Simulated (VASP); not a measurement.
# Cu (P6_3/mmc) in VASP: further runs, part 2 of 2

VASP 6.6.1. The steps go on from the part before.

## (4) Single point, PBEsol

This run uses another cell than the first one, of 12.37 Å³/atom.

Contents of INCAR:

```
SYSTEM = Cu
PREC = Accurate
ENCUT = 520
EDIFF = 1E-6
ISMEAR = -1
SIGMA = 0.1
LREAL = .FALSE.
LASPH = .TRUE.
NELM = 100
ALGO = Normal
ISIF = 2
LWAVE = .FALSE.
LCHARG = .TRUE.
GGA = PS
LELF = .TRUE.
LVHAR = .TRUE.
NBANDS = 30
```

Contents of KPOINTS:

```
regular mesh
0
G
  10 10 3
  0 0 0
```

Contents of POSCAR:

```
Cu
1.0
    2.5965273400      0.0000000000      0.0000000000
   -1.2982636700      2.2486587253      0.0000000000
    0.0000000000      0.0000000000      8.4765029555
Cu
4
Direct
    0.0000000000      0.0000000000      0.0000000000
    0.3333333333      0.6666666667      0.2500000000
    0.0000000000      0.0000000000      0.5000000000
    0.6666666667      0.3333333333      0.7500000000
```

Potentials or basis: VASP PAW PBE potentials, release 64 (Cu).

Command:

```
$ cat potpaw_PBE.64/Cu/POTCAR > POTCAR
$ mpirun -np 1 vasp_std > vasp.out
```

OUTCAR:

```text
SYSTEM = Cu
   PREC = Accurate
   ENCUT = 520
   EDIFF = 1E-6
   ISMEAR = -1
   LREAL = .FALSE.
   LASPH = .TRUE.
   NELM = 100
   ISIF = 2
   GGA = PS

 ion  position               nearest neighbor table
   1  0.000  0.000  0.000-   2 2.60   4 2.60   4 2.60   2 2.60   4 2.60   2 2.60
   2  0.333  0.667  0.250-   1 2.60   3 2.60   1 2.60   3 2.60   1 2.60   3 2.60
   3  0.000  0.000  0.500-   2 2.60   4 2.60   4 2.60   2 2.60   4 2.60   2 2.60
   4  0.667  0.333  0.750-   1 2.60   3 2.60   1 2.60   3 2.60   1 2.60   3 2.60

  LATTYP: Found a hexagonal cell.
 ALAT       =     2.5965273400
 C/A-ratio  =     3.2645537079
[... 992 lines left out ...]
  --------------------------------------------------------------------------------------
  -------------------------------------------------------------------------------------
  Total       -3.3872654     -3.3872657     -3.6724737      0.0000000     -0.0000000      0.0000000
  in kB     -109.6545470   -109.6545555   -118.8874759      0.0000000     -0.0000000      0.0000000
  external PRESSURE =    -112.7321928 kB  Pullay stress =       0.0000000 kB

 VOLUME and BASIS-vectors are now :
 -----------------------------------------------------------------------------
  energy-cutoff  :      520.00
  volume of cell :       49.49
      direct lattice vectors                 reciprocal lattice vectors
     2.596527340  0.000000000  0.000000000     0.385129779  0.222354773  0.000000000
    -1.298263670  2.248658725  0.000000000     0.000000000  0.444709546  0.000000000
     0.000000000  0.000000000  8.476502956     0.000000000  0.000000000  0.117973179

 POSITION                                       TOTAL-FORCE (eV/Angst)
 -----------------------------------------------------------------------------------
      0.00000      0.00000      0.00000        -0.000000      0.000000     -0.000000
     -0.00000      1.49911      2.11913         0.000000     -0.000000      0.000000
      0.00000      0.00000      4.23825         0.000000      0.000000     -0.000000
      1.29826      0.74955      6.35738         0.000000      0.000000      0.000000
 -----------------------------------------------------------------------------------
    total drift:                                0.000000     -0.000000      0.000000

  FREE ENERGIE OF THE ION-ELECTRON SYSTEM (eV)
  ---------------------------------------------------
  free  energy   TOTEN  =       -17.0696218323 eV

  energy  without entropy=      -17.0183310838  energy(sigma->0) =      -17.04397646
```

stdout:

```text
POSCAR found type information on POSCAR Cu
 POSCAR found :  1 types and       4 ions
 scaLAPACK will be used
 -----------------------------------------------------------------------------
|                                                                             |
|                                                                             |
|     You enforced a specific xc type in the INCAR file but a different       |
|     I HOPE YOU KNOW WHAT YOU ARE DOING!                                     |
|                                                                             |
 -----------------------------------------------------------------------------

 LDA part: xc-table for (Slater+PW92), standard interpolation
 POSCAR, INCAR and KPOINTS ok, starting setup
 FFT: planning ... GRIDC
 FFT: planning ... GRID_SOFT
 FFT: planning ... GRID
 WAVECAR not read
 entering main loop
```

Wall time 58 s (1 thread of Intel Xeon 8259CL, shared host); peak memory 0.18 GiB.

What came out:

```
Free energy            : -17.0696 eV
Pressure               : -11.3 GPa
Band gap on the k mesh : zero (bands 22 and 23 overlap by 4.60 eV)
```

Stress tensor (GPa, compression positive):
```
-10.97   0.00   0.00
  0.00 -10.97   0.00
  0.00   0.00 -11.89
```

Caveat: the cell stands under tension; the PAW data sets were made with another functional, which shifts forces and pressure a little.

## (5) Single point, PBEsol

This run uses another cell than the first one, of 12.83 Å³/atom.

Contents of INCAR:

```
SYSTEM = Cu
PREC = Accurate
ENCUT = 520
EDIFF = 1E-7
ISMEAR = -1
SIGMA = 0.1
LREAL = .FALSE.
LASPH = .TRUE.
NELM = 100
ALGO = Normal
ISIF = 2
LWAVE = .FALSE.
LCHARG = .FALSE.
GGA = PS
NBANDS = 30
```

KPOINTS is that of step 4.

Contents of POSCAR:

```
Cu
1.0
    2.6281954286      0.0000000000      0.0000000000
   -1.3140977143      2.2760840956      0.0000000000
    0.0000000000      0.0000000000      8.5798851316
Cu
4
Direct
    0.0000000000      0.0000000000      0.0000000000
    0.3333333333      0.6666666667      0.2500000000
    0.0000000000      0.0000000000      0.5000000000
    0.6666666667      0.3333333333      0.7500000000
```

Command:

```
$ cat potpaw_PBE.64/Cu/POTCAR > POTCAR
$ mpirun -np 1 vasp_std > vasp.out
```

Wall time 68 s (1 thread of Intel Xeon 8259CL, shared host); peak memory 0.18 GiB.

The run converged. Its results:

* Free energy: -16.9234 eV
* Pressure: -14.5 GPa
* Band gap on the k mesh: zero (bands 22 and 23 overlap by 4.50 eV)

Stress tensor (GPa, compression positive):
```
-14.23   0.00   0.00
  0.00 -14.23   0.00
  0.00   0.00 -15.14
```

Levels at points of the mesh, in eV from the Fermi level:
```
           k point  band 20  band 21  band 22  band 23  band 24  band 25  band 26  band 27
(0.00, 0.00, 0.00)    -1.77    -1.77    -1.52    -1.52    -0.73     3.41    11.81    11.81
(0.50, 0.00, 0.00)    -1.39    -0.40     0.57     0.93     1.48     4.20     4.23     8.12
```

Caveat: the cell stands under tension; the PAW data sets were made with another functional, which shifts forces and pressure a little.

## (6) The runs side by side

```csv
cell,gap on the mesh (eV),pressure (GPa)
"a = 2.531, b = 2.531, c = 8.262 Å, angles 90.0, 90.0, 120.0°, 4 atoms",none,-1.1
"a = 2.564, b = 2.564, c = 8.371 Å, angles 90.0, 90.0, 120.0°, 4 atoms",none,-6.8
"a = 2.597, b = 2.597, c = 8.477 Å, angles 90.0, 90.0, 120.0°, 4 atoms",none,-11.3
"a = 2.628, b = 2.628, c = 8.580 Å, angles 90.0, 90.0, 120.0°, 4 atoms",none,-14.5
```

Alike in all rows: task single point; level PBEsol; potentials or basis VASP PAW PBE potentials, release 64 (Cu); no spin polarisation; k mesh 10 × 10 × 3; cutoff (eV) 520; smearing fermi-dirac 0.1 eV.

Caveats: the PAW data sets were made with another functional, which shifts forces and pressure a little; the cell stands under tension (at least some runs).

Total energies depend on the potentials used, so only differences within one code and one set of settings carry meaning.
